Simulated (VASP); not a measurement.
A run of VASP 6.6.1 is set up as follows.

Contents of INCAR:

```
SYSTEM = PbSe
ALGO     = Normal         ! electronic algorithm
EDIFF    = 1E-6           ! SCF threshold, eV
ENCUT    = 500            ! plane-wave cutoff, eV
GGA      = PS             ! functional
GGA_COMPAT= .FALSE.      
ISIF     = 2              ! what is computed and relaxed
ISMEAR   = 0              ! smearing method
LASPH    = .TRUE.         ! aspherical terms in the spheres
LCHARG   = .FALSE.        ! write CHGCAR
LREAL    = .FALSE.        ! projectors in reciprocal space
LWAVE    = .FALSE.        ! write WAVECAR
NBANDS   = 50             ! bands
NELM     = 120            ! most SCF steps
PREC     = Accurate       ! precision mode
SIGMA    = 0.01           ! smearing width, eV
```

The input KPOINTS:

```
k-points
0
G
  2 4 4
  0 0 0
```

The input POSCAR:

```
PbSe
1.0
    4.3097540000    -12.2678940000      0.0000000000
    2.1548770000      6.1339470000      0.0000000000
    0.0000000000      0.0000000000      4.4504940000
Pb Se
4 4
Direct
    0.3158805000      0.3682390000      0.7500000000
    0.1841195000      0.6317610000      0.2500000000
    0.8158805000      0.3682390000      0.7500000000
    0.6841195000      0.6317610000      0.2500000000
    0.4306450000      0.1387100000      0.7500000000
    0.0693550000      0.8612900000      0.2500000000
    0.9306450000      0.1387100000      0.7500000000
    0.5693550000      0.8612900000      0.2500000000
```

Potentials or basis: VASP PAW PBE potentials, release 64 (Pb_d, Se).

The run is started by

```console
$ cat potpaw_PBE.64/Pb_d/POTCAR potpaw_PBE.64/Se/POTCAR > POTCAR
$ mpirun -np 1 vasp_std > vasp.out
```

Problem. Estimate the largest force.

Solution. 0.016 eV/Å.

Problem. Estimate the pressure.

Solution. -1.9 GPa.

Problem. Estimate the band gap on the k mesh.

Solution. 1.15 eV.

Forces in eV/Å, atoms in the order of the input:
```
Pb   0.000 -0.016  0.000
Pb   0.000  0.016  0.000
Pb   0.000 -0.016  0.000
Pb   0.000  0.016  0.000
Se   0.000  0.004  0.000
Se   0.000 -0.004  0.000
Se   0.000  0.004  0.000
Se   0.000 -0.004  0.000
```

Caveat: the PAW data sets were made with another functional, which shifts forces and pressure a little; spin-orbit coupling is left out, which moves the levels of the heavy elements. A k mesh can miss the band edges.
